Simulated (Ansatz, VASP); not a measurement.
One calculation of HgTe, two programs

```
Hg Te
1.0
     0.00000    3.16885    3.16885
     3.16885    0.00000    3.16885
     3.16885    3.16885    0.00000
Hg Te
1 1
Direct
  0.00000 0.00000 0.00000
  0.75000 0.75000 0.75000
```

Change from the starting cell: volume scaled by 0.95, crystal datasets.

Alike in both runs: task electric field gradients; functional LDA; k mesh 11 × 11 × 11; occupations fermi-dirac, width 0.03 eV; no spin polarisation.

|  | VASP | Ansatz |
| --- | --- | --- |
| version | VASP 6.6.1 | Ansatz 0.2.0 |
| potentials or method | VASP PAW LDA potentials, release 64 (Hg, Te), cutoff 520 eV | all-electron PAW with datasets made for the crystal, scalar-relativistic |

|  | VASP | Ansatz | Ansatz less VASP |
| --- | --- | --- | --- |
| pressure (GPa) | 2.8 | 2.4 | -0.32 |

LDA's correlation is that of Perdew and Zunger in VASP and of Perdew and Wang (1992) in Ansatz. Ansatz ran all-electron here, and VASP with PAW potentials.

Neither program's run includes spin-orbit coupling.
